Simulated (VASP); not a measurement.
Input of a VASP 6.6.1 run:

File INCAR:

```
PREC = Accurate ; ENCUT = 500
EDIFF = 1E-7 ; ISMEAR = 0
SIGMA = 0.1 ; LREAL = F
LASPH = T ; NELM = 200
ALGO = Normal ; ISIF = 3
LWAVE = F ; LCHARG = F
GGA = PE ; IBRION = 2
NSW = 100 ; EDIFFG = -0.01
GGA_COMPAT = F ; NELMIN = 4
LMAXMIX = 6
```

File KPOINTS:

```
Automatic mesh
0
Gamma
  8 8 8
```

The input POSCAR:

```
TmSb2Cl2
1.0
    4.9828054260      0.0000000000      0.0000000000
    0.0000000000      4.9828054260      0.0000000000
    0.0000000000      0.0000000000      5.7698296070
Tm Sb Cl
1 2 2
Direct
    0.0000000000      0.0000000000      0.0000000000
    0.0000000000      0.5000000000      0.5000000000
    0.5000000000      0.0000000000      0.5000000000
    0.5000000000      0.5000000000      0.2388501856
    0.5000000000      0.5000000000      0.7611498144
```

Potentials or basis: VASP PAW PBE potentials, release 64 (Tm_3, Sb, Cl), 4f in core.

Command:

```bash
$ cat potpaw_PBE.64/Tm_3/POTCAR potpaw_PBE.64/Sb/POTCAR potpaw_PBE.64/Cl/POTCAR > POTCAR
$ mpirun -np 1 vasp_std > vasp.out
```

Task: Predict the relaxed cell.

Result: a = 4.977 Å, b = 4.977 Å, c = 5.766 Å, α = 90.00°, β = 90.00°, γ = 90.00°.

Task: What does it give for the band gap on the k mesh?

Result: Zero (an odd number of electrons rules out a gap without spin polarisation).

Task: What does it give for the space group after relaxing (to 0.1 Å)?

Result: P4/mmm (No. 123).

Task: Estimate the relaxed volume.

Result: 28.57 Å³/atom.

Final structure:
```
CELL_PARAMETERS angstrom
4.97726 0.00000 0.00000
0.00000 4.97726 0.00000
0.00000 0.00000 5.76640
ATOMIC_POSITIONS crystal
Tm 0.00000 0.00000 0.00000
Sb 0.00000 0.50000 0.50000
Sb 0.50000 0.00000 0.50000
Cl 0.50000 0.50000 0.23904
Cl 0.50000 0.50000 0.76096
```

Caveat: spin-orbit coupling is left out, which moves the levels of the heavy elements; the 4f electrons are frozen in the core, so they carry no moment and show no levels; an odd number of electrons without spin polarisation forces a metal; a magnetic or distorted state may lie lower; the run has no spin polarisation, though such a crystal can be magnetic. Spin polarisation is off, so any magnetic state and its effect on volume and gap are missing.
